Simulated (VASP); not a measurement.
Wanted: the native input for a VASP 6.6.1 run.

| Item | Value |
| --- | --- |
| Task | single point |
| Functional | PBEsol |
| Potentials or basis | VASP PAW PBE potentials, release 64 (Ru_pv) |
| Cutoff | 520 eV |
| k mesh | 18 × 18 × 10 |
| Occupations | gaussian, width 0.15 eV |
| Spin | no spin polarisation |
| Dipole correction | no |
| Further INCAR settings | ALGO = Fast; EDIFF = 1e-06; NBANDS = 21 |

The structure of Ru lies in POSCAR:

```
Ru
1.0
    2.7254575605      0.0000000000      0.0000000000
   -1.3627287802      2.3603154843      0.0000000000
    0.0000000000      0.0000000000      4.2523798378
Ru
2
Direct
    0.3233090145      0.6466180290      0.2500000000
    0.6766909855      0.3533819710      0.7500000000
```

This cell differs from its parent crystal: atoms displaced along a vibrational mode, the cell strained.

The input as run:

INCAR

```
SYSTEM = Ru
PREC = Accurate
ENCUT = 520
EDIFF = 1E-6
ISMEAR = 0
SIGMA = 0.15
LREAL = .False.
LASPH = .True.
NELM = 60
ALGO = Fast
ISIF = 2
LWAVE = .False.
LCHARG = .False.
GGA = PS
NBANDS = 21
```

KPOINTS

```
Automatic mesh
0
Gamma
  18 18 10
  0 0 0
```

Potentials or basis: VASP PAW PBE potentials, release 64 (Ru_pv).

Run with:

```bash
$ cat potpaw_PBE.64/Ru_pv/POTCAR > POTCAR
$ mpirun -np 1 vasp_std > vasp.out
```

It gave:

```json
{
 "Pressure": "-8.0 GPa",
 "Largest force": "0.696 eV/Å",
 "Band gap on the k mesh": "zero (bands 14 and 15 overlap by 3.13 eV)"
}
```

Caveat: the cell differs from its parent crystal (atoms displaced along a vibrational mode, the cell strained); the stress differs along the axes, from -12 to -4 GPa; the PAW data sets were made with another functional, which shifts forces and pressure a little.

Wall time 4.4 min on 1 thread of Intel(R) Xeon(R) Platinum 8259CL CPU @ 2.50GHz (Skylake/Cascade Lake), on a shared host, peak memory 0.34 GiB.
